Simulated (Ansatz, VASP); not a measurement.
One calculation of SiSn5, two programs

```
Si Sn
1.0
     3.17940    0.00000    0.00000
    -1.58970    2.75344    0.00000
     0.00000    0.00000   18.26207
Si Sn
1 5
Direct
  0.00000 0.00000 0.00000
  0.00000 0.00000 0.84754
  0.00000 0.00000 0.15246
  0.00000 0.00000 0.32467
  0.00000 0.00000 0.50000
  0.00000 0.00000 0.67533
```

Alike in both runs: functional PBE; k mesh 6 × 6 × 1; occupations gaussian, width 0.1 eV; no spin polarisation.

Ansatz relaxed the structure, and its values are those at the end. VASP's run is a single point on that final structure, the one shown.

|  | VASP | Ansatz |
| --- | --- | --- |
| version | VASP 6.6.1 | Ansatz 0.2.0 |
| potentials or method | VASP PAW PBE potentials, release 64 (Si, Sn_d), cutoff 520 eV | scalar-relativistic, plane waves, PAW |
| valence electrons in the cell | 74 | 74 |

VASP gave:

```
gap on the k mesh at the Fermi level (eV) : none
pressure (GPa)                            : -0.1
rms of the force components (eV/Å)        : 0.005
```

Q: Which values does Ansatz return?

A: gap on the k mesh at the Fermi level (eV): none; pressure (GPa): 0.0; rms of the force components (eV/Å): 0.005.

A gap of «none» marks a metal or a gap that the smearing closes.

The k mesh is coarse, so the values compare programs but aren't converged.
